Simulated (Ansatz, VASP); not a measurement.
# One calculation of MgI2, two programs

```
I Mg
1.0
     4.14000    0.00000    0.00000
    -2.07000    3.58535    0.00000
     0.00000    0.00000    6.88000
I Mg
2 1
Direct
  0.66667 0.33333 0.75000
  0.33333 0.66667 0.25000
  0.00000 0.00000 0.00000
```

Alike in both runs: task relaxation of cell and atoms; functional revPBE; k mesh 8 × 8 × 4; occupations fermi-dirac, width 0.05 eV; no spin polarisation.

|  | VASP | Ansatz |
| --- | --- | --- |
| version | VASP 6.6.1 | Ansatz 0.2.0 |
| potentials or method | VASP PAW PBE potentials, release 64 (I, Mg) | Ansatz PAW |
| plane-wave cutoff (eV) | 600 | 420 |
| valence electrons in the cell | 16 | 44 |

|  | VASP | Ansatz | Ansatz less VASP |
| --- | --- | --- | --- |
| gap on the k mesh at the Fermi level, each at its own relaxed structure (eV) | 3.73 | 3.75 | +0.024 |
| relaxed volume (Å³/atom) | 47.94 | 49.38 | +1.445 |
| relaxed cell length with the largest relative difference (Å) | 9.149 | 9.393 | +0.2438 |

VASP's potentials were made for PBE, not for revPBE. VASP's potentials hold 16 valence electrons a cell and Ansatz's 44, so a difference there can come from the potentials and not from the codes.

Spin-orbit coupling is off throughout. Noted on VASP's run: the volume moved by over 15 % at a fixed basis, so the end points are rough. Noted on Ansatz's run: the volume moved by over 15 % at a fixed basis, so the end points are rough; the plane-wave basis is chosen anew once the cell has moved, so the energies of steps on either side of that aren't comparable.
